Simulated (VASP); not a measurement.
A run of VASP 6.6.1:

The input INCAR:

```
ALGO = Normal ; EDIFF = 1E-6
ENCUT = 750 ; GGA = PE
GGA_COMPAT = F ; ISIF = 2
ISMEAR = 0 ; LASPH = T
LCHARG = T ; LELF = T
LREAL = F ; LVHAR = T
LWAVE = F ; NBANDS = 12
NELM = 120 ; PREC = Accurate
SIGMA = 0.01
```

Contents of KPOINTS:

```
k-points
0
Gamma
  6 6 6
```

File POSCAR:

```
LiBr
1.0
    0.0000000000      2.7549892193      2.7549892193
    2.7549892193      0.0000000000      2.7549892193
    2.7549892193      2.7549892193      0.0000000000
Li Br
1 1
Direct
    0.0000000000      0.0000000000      0.0000000000
    0.5000000000      0.5000000000      0.5000000000
```

Potentials or basis: VASP PAW PBE potentials, release 64 (Li_sv, Br).

Run with:

```sh
$ cat potpaw_PBE.64/Li_sv/POTCAR potpaw_PBE.64/Br/POTCAR > POTCAR
$ mpirun -np 1 vasp_std > vasp.out
```

Hardware: 1 thread of Intel(R) Xeon(R) Platinum 8375C CPU @ 2.90GHz (Ice Lake) (shared host).

Q: Estimate the wall time of this run.

A: Wall time 15 s on 1 thread of Intel(R) Xeon(R) Platinum 8375C CPU @ 2.90GHz (Ice Lake), with other jobs on the host, peak memory 0.2 GiB. Counts: scf iterations 12, k points 16.
